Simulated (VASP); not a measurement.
# Si3C4 in VASP: further runs, part 2 of 2

VASP 6.6.1. The steps go on from the part before.

## 3. Relaxation of cell and atoms, PBE

This run uses another cell than the first one, of 14.19 Å³/atom.

INCAR

```
PREC = Accurate ; ENCUT = 600
EDIFF = 1E-6 ; ISMEAR = 0
SIGMA = 0.2 ; LREAL = F
LASPH = T ; NELM = 60
ALGO = Normal ; ISIF = 3
LWAVE = F ; LCHARG = F
GGA = PE ; IBRION = 2
NSW = 36 ; EDIFFG = -0.08
```

KPOINTS

```
regular mesh
0
Gamma
  6 6 2
```

POSCAR

```
Si3C4
1.0
    2.8739088600     -1.6593521000      0.0000000000
    2.8739088600      1.6593521000      0.0000000000
   -0.0468813600      0.0000000000     10.4131905500
Si C
3 4
Direct
    0.0000000000      0.0000000000      0.5000000000
    0.9981734800      0.9981734800      0.2440840000
    0.0018265200      0.0018265200      0.7559160000
    0.6637470100      0.6637470100      0.1347900000
    0.6679685100      0.6679685100      0.6252840200
    0.3362529900      0.3362529900      0.8652100000
    0.3320314900      0.3320314900      0.3747159800
```

Potentials or basis: VASP PAW PBE potentials, release 64 (Si, C).

Run with:

```bash
cat potpaw_PBE.64/Si/POTCAR potpaw_PBE.64/C/POTCAR > POTCAR
mpirun -np 1 vasp_std > vasp.out
```

OUTCAR:

```text
PREC = Accurate
   ENCUT = 600
   EDIFF = 1E-6
   ISMEAR = 0
   LREAL = F
   LASPH = T
   NELM = 60
   ISIF = 3
   GGA = PE
   IBRION = 2
   NSW = 36
   EDIFFG = -0.08

 ion  position               nearest neighbor table
   1  0.000  0.000  0.500-   5 2.32   7 2.32   5 2.32   5 2.32   7 2.32   7 2.32   2 2.66   3 2.66

   2  0.998  0.998  0.244-   4 2.23   4 2.23   4 2.23   7 2.35   7 2.35   7 2.35   1 2.66
   3  0.002  0.002  0.756-   6 2.23   6 2.23   6 2.23   5 2.35   5 2.35   5 2.35   1 2.66
   4  0.664  0.664  0.135-   2 2.23   2 2.23   2 2.23
   5  0.668  0.668  0.625-   1 2.32   1 2.32   1 2.32   3 2.35   3 2.35   3 2.35
   6  0.336  0.336  0.865-   3 2.23   3 2.23   3 2.23
   7  0.332  0.332  0.375-   1 2.32   1 2.32   1 2.32   2 2.35   2 2.35   2 2.35

  LATTYP: Found a base centered monoclinic cell.
 ALAT       =     5.7478177200
 B/A-ratio  =     0.5773850810
 C/A-ratio  =     1.8116956016
 COS(beta)  =    -0.0045020673

  Lattice vectors:

 A1 = (   2.8739088600,  -1.6593521000,   0.0000000000)
 A2 = (   2.8739088600,   1.6593521000,   0.0000000000)
 A3 = (  -0.0468813600,   0.0000000000,  10.4131905500)

Analysis of symmetry for initial positions (statically):
=====================================================================
 Subroutine PRICEL returns:
 Original cell was already a primitive cell.

 Routine SETGRP: Setting up the symmetry group for a
 base centered monoclinic supercell.

 Subroutine GETGRP returns: Found  4 space group operations
 (whereof  4 operations were pure point group operations)
 out of a pool of  4 trial point group operations.

The static configuration has the point symmetry C_2h.

Analysis of symmetry for dynamics (positions and initial velocities):
=====================================================================
 Subroutine PRICEL returns:
 Original cell was already a primitive cell.

 Routine SETGRP: Setting up the symmetry group for a
 base centered monoclinic supercell.

 Subroutine GETGRP returns: Found  4 space group operations
 (whereof  4 operations were pure point group operations)
 out of a pool of  4 trial point group operations.

The dynamic configuration has the point symmetry C_2h.

 Subroutine INISYM returns: Found  4 space group operations
 (whereof  4 operations are pure point group operations),
 and found     1 'primitive' translations

----------------------------------------------------------------------------------------

                                     Primitive cell

  volume of cell :      99.3174

  direct lattice vectors                    reciprocal lattice vectors
     2.873908860 -1.659352100  0.000000000     0.173979073 -0.301322426  0.000783273
     2.873908860  1.659352100  0.000000000     0.173979073  0.301322426  0.000783273
    -0.046881360  0.000000000 10.413190550     0.000000000  0.000000000  0.096032047

  length of vectors
     3.318554132  3.318554132 10.413296082     0.347943294  0.347943294  0.096032047

  position of ions in fractional coordinates (direct lattice)
     0.000000000  0.000000000  0.500000000
     0.998173480  0.998173480  0.244084000
     0.001826520  0.001826520  0.755916000
     0.663747010  0.663747010  0.134790000
     0.667968510  0.667968510  0.625284020
     0.336252990  0.336252990  0.865210000
[... 26 lines left out ...]

  Length of vectors
     0.057990549  0.057990549  0.048016023

  Shift w.r.t. Gamma in fractional coordinates (k-lattice)
     0.000000000  0.000000000  0.000000000

 Subroutine IBZKPT returns following result:
 ===========================================

 Found     26 irreducible k-points:

 Following reciprocal coordinates:
            Coordinates               Weight
  0.000000  0.000000  0.000000      1.000000
  0.166667  0.000000  0.000000      4.000000
  0.333333  0.000000  0.000000      4.000000
  0.500000  0.000000  0.000000      2.000000
  0.166667  0.166667  0.000000      2.000000
  0.333333  0.166667  0.000000      4.000000
[... 16 lines left out ...]
  0.333333  0.333333  0.500000      2.000000
  0.500000  0.333333  0.500000      4.000000
 [... further k-points ...]
   k-points           NKPTS =     26   k-points in BZ     NKDIM =     26   number of bands    NBANDS=     18
   number of dos      NEDOS =    301   number of ions     NIONS =      7
   total plane-waves  NPLWV =  65856
   dimension x,y,z NGX =    28 NGY =   28 NGZ =   84
   dimension x,y,z NGXF=    56 NGYF=   56 NGZF=  168
   ions per type =               3   4
   NGX,Y,Z   is equivalent  to a cutoff of  14.03, 14.03, 13.41 a.u.
   NGXF,Y,Z  is equivalent  to a cutoff of  28.05, 28.05, 26.82 a.u.
 SYSTEM =  unknown system
   PREC   = accura    normal or accurate (medium, high low for compatibility)
   ISTART =      0    job   : 0-new  1-cont  2-samecut
   ICHARG =      2    charge: 1-file 2-atom 10-const
   ISPIN  =      1    spin polarized calculation?
   LNONCOLLINEAR =      F non collinear calculations
   LSORBIT =      F    spin-orbit coupling
   LASPH  =      T    aspherical Exc in radial PAW
   ENCUT  =  600.0 eV  44.10 Ry    6.64 a.u.   6.63  6.63 20.80*2*pi/ulx,y,z
   NELM   =     60;   NELMIN=  2; NELMDL= -5     # of ELM steps
   EDIFF  = 0.1E-05   stopping-criterion for ELM
   LREAL  =      F    real-space projection
   EDIFFG = -.8E-01   stopping-criterion for IOM
   NSW    =     36    number of steps for IOM
   IBRION =      2    ionic relax: 0-MD 1-quasi-New 2-CG
   NFREE  =      1    steps in history (QN), initial steepest desc. (CG)
   ISIF   =      3    stress and relaxation
   ISYM   =      2    0-nonsym 1-usesym 2-fastsym
   POTIM  = 0.5000    time-step for ionic-motion
   TEBEG  =    0.0;   TEEND  =   0.0 temperature during run
   PSTRESS=    0.0 pullay stress
   NELECT =      28.0000    total number of electrons
   NUPDOWN=      -1.0000    fix difference up-down
   EMIN   =  10.00;   EMAX   =-10.00  energy-range for DOS
   EFERMI =   0.00;   METHOD = LEGACY
   ISMEAR =     0;   SIGMA  =   0.20  broadening in eV -4-tet -1-fermi 0-gaus
   EFERMI_NEDOS =   21; number of points for ismear=-14 and -15
   IALGO  =     38    algorithm
   IMIX   =      4    mixing-type and parameters
     AMIX     =   0.40;   BMIX     =  1.00
     AMIX_MAG =   1.60;   BMIX_MAG =  1.00
  volume/ion in A,a.u.               =      14.19        95.75
  Fermi-wavevector in a.u.,A,eV,Ry     =   1.073460  2.028545 15.678206  1.152316
  Thomas-Fermi vector in A             =   2.209260
   LORBIT       =      0    0 simple, 1 ext, 2 COOP (PROOUT), +10 PAW based schemes
   GGA     = PE    functional components
   LHFCALC =     F    Hartree Fock is set to
   AEXX    =    0.0000 exact exchange contribution
   IVDW    =     0    specifies the selected vdW correction
   LEPSILON=     F    determine dielectric tensor
   LRPA    =     F    only Hartree local field effects (RPA)
 conjugate gradient relaxation of ions
 non-spin polarized calculation
 Gauss-broadening in eV      SIGMA  =   0.20
  energy-cutoff  :      600.00
  volume of cell :       99.32
 maximum number of plane-waves:      3353
 NGX is ok and might be reduce to    28
   NGX = 13   NGY = 13   NGZ = 41

--------------------------------------- Ionic step        1  -------------------------------------------

 number of electron      28.0000000 magnetization

 Free energy of the ion-electron system (eV)
  ---------------------------------------------------
  ext. energy  EPLUGINS =         0.00000000
  ---------------------------------------------------
  free energy    TOTEN  =       -39.58271976 eV

  energy without entropy =      -39.51261205  energy(sigma->0) =      -39.54766591

------------------------ aborting loop because EDIFF is reached ----------------------------------------

  FORCE on cell =-STRESS in cart. coord.  units (eV):
  Direction    XX          YY          ZZ          XY          YZ          ZX
  --------------------------------------------------------------------------------------
  -------------------------------------------------------------------------------------
  Total      -19.1424138    -19.0480679    -18.7137039      0.0000000      0.0000000     -0.0505460
  in kB     -308.8032990   -307.2813213   -301.8873972      0.0000000      0.0000000     -0.8154026
  external PRESSURE =    -305.9906725 kB  Pullay stress =       0.0000000 kB
[... 1131 lines left out ...]
     17       5.1191      0.00000
     18       5.7228      0.00000

 [... further k-points ...]

[... ionic steps 4 to 31 ...]

--------------------------------------- Ionic step       32  -------------------------------------------

 number of electron      28.0000000 magnetization

------------------------ aborting loop because EDIFF is reached ----------------------------------------
[... 77 lines left out ...]
--------------------------------------- Ionic step       34  -------------------------------------------

 number of electron      28.0000000 magnetization

 Free energy of the ion-electron system (eV)
  ---------------------------------------------------
  ext. energy  EPLUGINS =         0.00000000
  ---------------------------------------------------
  free energy    TOTEN  =       -46.32702957 eV

  energy without entropy =      -46.31805066  energy(sigma->0) =      -46.32254011

 E-fermi :   3.8285     XC(G=0):  -9.1824

 val. band max:        3.6848463753   @ k =  -0.3333   0.3333   0.5000
 cond. band min:       3.8313447995   @ k =   0.5000   0.5000   0.0000
 fundamental gap:      0.1464984242
 Fermi energy:         3.8284938294
[... 538 lines left out ...]
  FREE ENERGIE OF THE ION-ELECTRON SYSTEM (eV)
  ---------------------------------------------------
  free  energy   TOTEN  =       -46.3270295697 eV

  energy  without entropy=      -46.3180506599  energy(sigma->0) =      -46.32254011

 reached required accuracy - stopping structural energy minimisation
```

Wall time 20 min (1 thread of Intel Xeon Platinum 8259CL at 2.50GHz (Skylake/Cascade Lake), shared host); peak memory 0.27 GiB.

Results:

```yaml
Free_energy: -46.3270 eV
Relaxed_volume: 14.88 Å³/atom
Relaxed_cell: a = 3.169 Å, b = 3.169 Å, c = 12.443 Å, α = 91.81°, β = 91.81°, γ = 56.53°
Space_group_after_relaxing_to_0.1_Å: C2/m (No. 12)
Energy_gained_by_relaxing: 963.5 meV/atom
Ionic_steps: 34
Pressure_after_relaxing: -0.2 GPa
Largest_force_after_relaxing: 0.056 eV/Å
Band_gap_on_the_k_mesh: 0.15 eV (least direct gap 0.34 eV)
```

Forces in eV/Å, atoms in the order of the input:
```
Si   0.000  0.000  0.000
Si  -0.004  0.000  0.030
Si   0.004  0.000 -0.030
C    0.007  0.000 -0.022
C    0.032  0.000  0.046
C   -0.007  0.000  0.022
C   -0.032  0.000 -0.046
```

Step by step:
```csv
step,energy change (eV),largest force (eV/Å),pressure (GPa),volume (Å³)
1,0.0000,3.1218,-30.60,99.32
2,-4.6600,1.5116,18.39,65.24
3,-4.8670,1.8419,2.76,69.34
4,-5.3041,1.4223,5.22,69.82
5,-5.8092,0.8599,10.96,71.18
6,-5.9256,0.5805,-3.50,76.48
7,-5.9483,0.5444,0.32,74.90
8,-6.0020,0.4033,0.16,75.48
9,-6.0533,0.2830,0.16,76.71
10,-6.0542,0.3261,0.19,76.89
11,-6.0670,0.4062,0.73,77.26
12,-6.0674,0.4906,0.87,77.35
13,-6.0740,0.4865,0.92,77.55
14,-6.0938,0.4734,1.08,78.15
15,-6.1340,0.4383,1.40,79.35
16,-6.2017,0.3456,1.79,81.77
17,-6.1260,0.7454,1.59,86.64
18,-6.2130,0.3369,2.01,83.07
19,-6.2379,0.5682,-0.19,85.52
20,-6.2379,0.5695,-0.19,85.53
21,-6.2694,0.6234,-0.78,86.90
22,-6.3708,1.0791,-2.15,91.04
23,-6.5601,1.1722,-3.67,99.37
24,-6.3061,2.4813,-3.16,116.26
25,-6.6208,0.8455,-3.50,102.39
26,-6.6297,0.7187,-3.57,104.34
27,-6.6615,0.6282,-2.14,105.77
28,-6.6643,0.6806,-1.63,106.25
29,-6.6894,0.5203,-1.12,105.71
30,-6.7183,0.4404,0.48,104.18
31,-6.7332,0.2647,0.46,104.00
32,-6.7376,0.2486,0.45,103.84
33,-6.7432,0.1274,0.08,104.02
34,-6.7443,0.0563,-0.18,104.15
```

Final structure:
```
Si C
1.0
     2.79051   -1.50049   -0.05413
     2.79051    1.50049   -0.05413
    -0.20564    0.00000   12.44137
Si C
3 4
Direct
  0.00000 0.00000 0.50000
  0.99718 0.99718 0.16073
  0.00282 0.00282 0.83927
  0.67040 0.67040 0.16032
  0.71579 0.71579 0.55888
  0.32960 0.32960 0.83968
  0.28421 0.28421 0.44112
```

Caveat: a cell axis changed by over 15 % at a fixed basis, so the end point is rough; the relaxation stopped at a loose force limit of 0.08 eV/Å, so its end isn't a converged minimum. A k mesh can miss the band edges.
